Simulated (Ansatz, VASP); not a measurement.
**One calculation of Sc2Ta, two programs**

INCAR

```
  PREC = Accurate
  ENCUT = 520
  EDIFF = 1E-6
  ISMEAR = 0
  SIGMA = 0.1
  LREAL = False
  LASPH = True
  NELM = 80
  ALGO = Fast
  ISIF = 2
  LWAVE = False
  LCHARG = True
  GGA = PE
  LELF = True
  LVHAR = True
  NBANDS = 42
```

File KPOINTS:

```
regular mesh
0
Gamma
  6 6 4
```

The input POSCAR:

```
Sc2Ta
1.0
    4.9917765900      0.0000000000      0.0000000000
   -2.4958883000      4.3230053400      0.0000000000
    0.0000000000      0.0000000000      6.1136527800
Sc Ta
4 2
Direct
    0.0000000000      0.0000000000      0.5000000000
    0.3333333300      0.6666666700      0.1666666700
    0.0000000000      0.0000000000      0.0000000000
    0.6666666700      0.3333333300      0.8333333300
    0.3333333300      0.6666666700      0.6666666700
    0.6666666700      0.3333333300      0.3333333300
```

Input for Ansatz:

```yaml
crystal:
  lattice:
    - [4.99177659, 0.0, 0.0]
    - [-2.4958883, 4.32300534, 0.0]
    - [0.0, 0.0, 6.11365278]
  atoms:
    - { symbol: Sc, position: [0.0, 0.0, 0.5] }
    - { symbol: Sc, position: [0.33333333, 0.66666667, 0.16666667] }
    - { symbol: Sc, position: [0.0, 0.0, 0.0] }
    - { symbol: Sc, position: [0.66666667, 0.33333333, 0.83333333] }
    - { symbol: Ta, position: [0.33333333, 0.66666667, 0.66666667] }
    - { symbol: Ta, position: [0.66666667, 0.33333333, 0.33333333] }
basis:
  ecutwfc: 420
kpoints:
  mp_grid: { grid: [6, 6, 4] }
hamiltonian:
  xc: pbe
scf:
  occupations: { method: gaussian, width: 0.1 }
  lower_state_search: "off"
output:
  forces: true
  stress: true
  eigenvalues: true
```

Alike in both runs: task single point; functional PBE; k mesh 6 × 6 × 4; occupations gaussian, width 0.1 eV; no spin polarisation.

|  | VASP | Ansatz |
| --- | --- | --- |
| version | VASP 6.6.1 | Ansatz 0.2.0 |
| potentials or method | VASP PAW PBE potentials, release 64 (Sc_sv, Ta_pv), cutoff 520 eV | scalar-relativistic, plane waves, PAW |
| valence electrons in the cell | 66 | 70 |

```tsv
	VASP	Ansatz	Ansatz less VASP
gap on the k mesh at the Fermi level (eV)	none	none	-
pressure (GPa)	-2.6	-2.7	-0.05
traceless stress, the component that is largest in VASP (GPa)	0.17	0.17	-0.005
rms of the force components (eV/Å)	0.347	0.349	+0.0017
```

Atom by atom the forces differ by 0.002 eV/Å (rms over components). A gap of «none» marks a metal or a gap that the smearing closes. With one functional, cell and mesh, what is left measures potentials, basis and numerics. VASP's potentials hold 66 valence electrons a cell and Ansatz's 70, so a difference there can come from the potentials and not from the codes.

Spin-orbit coupling is off throughout.
